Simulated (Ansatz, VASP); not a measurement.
# F: VASP beside Ansatz

The input INCAR:

```
SYSTEM = F
  ALGO = Normal
  EDIFF = 1E-6
  ENCUT = 520
  GGA = PE
  ISIF = 2
  ISMEAR = -1
  LASPH = .True.
  LCHARG = .False.
  LREAL = .False.
  LWAVE = .False.
  NBANDS = 22
  NELM = 100
  PREC = Accurate
  SIGMA = 0.05
```

KPOINTS

```
k-points
0
Gamma
  9 9 4
  0 0 0
```

The input POSCAR:

```
F
1.0
    2.7128332818     -1.6178351208      0.0000000000
    2.7128332818      1.6178351208      0.0000000000
   -1.5152525174      0.0000000000      7.0237882955
F
4
Direct
    0.4950000000      0.4950000000      0.4000000000
    0.5050000000      0.5050000000      0.6000000000
    0.9496000000      0.9496000000      0.9004000000
    0.0504000000      0.0504000000      0.0996000000
```

input.yaml

```yaml
crystal:
  lattice:
    - [2.7128332818, -1.6178351208, 0.0]
    - [2.7128332818, 1.6178351208, 0.0]
    - [-1.5152525174, 0.0, 7.0237882955]
  atoms:
    - { symbol: F, position: [0.495, 0.495, 0.4] }
    - { symbol: F, position: [0.505, 0.505, 0.6] }
    - { symbol: F, position: [0.9496, 0.9496, 0.9004] }
    - { symbol: F, position: [0.0504, 0.0504, 0.0996] }
hamiltonian:
  xc: pbe
  pseudopotentials: { kind: paw }
kpoints:
  mp_grid: { grid: [9, 9, 4] }
scf:
  occupations: { method: fermi_dirac, width: 0.05 }
output:
  forces: true
  stress: true
  eigenvalues: true
```

Alike in both runs: task single point; functional PBE; k mesh 9 × 9 × 4; occupations fermi-dirac, width 0.05 eV; no spin polarisation.

|  | VASP | Ansatz |
| --- | --- | --- |
| version | VASP 6.6.1 | Ansatz 0.2.0 |
| potentials or method | VASP PAW PBE potentials, release 64 (F) | Ansatz PAW |
| plane-wave cutoff (eV) | 520 | 420 |
| valence electrons in the cell | 28 | 28 |

```tsv
	VASP	Ansatz	Ansatz less VASP
gap on the k mesh at the Fermi level (eV)	2.44	2.51	+0.065
least direct gap on the mesh (eV)	2.44	2.51	+0.065
pressure (GPa)	0.8	0.5	-0.32
traceless stress, the component that is largest in VASP (GPa)	0.58	-1.17	-1.749
rms of the force components (eV/Å)	0.093	0.148	+0.0544
```

Atom by atom the forces differ by 0.210 eV/Å (rms over components). One of these differences is far larger than is usual between the two programs; its cause wasn't traced.

Noted on Ansatz's run: odd divisions of the mesh miss points on the zone boundary, where band edges often lie, so the gap on the mesh can be too wide.
